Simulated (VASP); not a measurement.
**Se: single point with PBEsol**

Crystal: Se.

```xyz
2
Lattice="-2.8244 2.8244 1.3503 2.8244 -2.8244 1.3503 2.8244 2.8244 -1.3503" Properties=species:S:1:pos:R:3 pbc="T T T"
Se    0.0000    0.0000    0.0000
Se    0.0000    2.8244    0.6752
```

```yaml
Program: VASP 6.6.1
Task: single point
Functional: PBEsol
Potentials_or_basis: VASP PAW PBE potentials, release 64 (Se)
Cutoff: 520 eV
k_mesh: 16 × 16 × 16
Occupations: gaussian, width 0.1 eV
Spin: no spin polarisation
Dipole_correction: no
Further_INCAR_settings: ALGO = Normal; EDIFF = 1e-06; NBANDS = 13
```

The pressure is 0.1 GPa. The band gap on the k mesh is zero (bands 6 and 7 overlap by 3.73 eV).

Levels at points of the mesh, in eV from the Fermi level:
```
           k point  band 3  band 4  band 5  band 6  band 7  band 8  band 9  band 10
(0.00, 0.00, 0.00)   -5.21   -5.21    0.88    0.88    2.58    3.67    3.72     7.29
(0.50, 0.00, 0.00)   -6.60   -5.43   -3.49   -1.05   -0.06    0.51    5.96     6.49
(0.50, 0.50, 0.00)   -3.17   -3.17   -3.13   -3.13    3.61    3.61    8.91     8.91
(0.50, 0.50, 0.50)   -7.15   -7.15    2.23    2.23    3.30    3.30   10.24    10.24
```

Run time: 50 s on 1 thread of Intel(R) Xeon(R) 6975P-C (Granite Rapids), on a shared host, peak memory 0.29 GiB.

Caveat: the PAW data sets were made with another functional, which shifts forces and pressure a little.
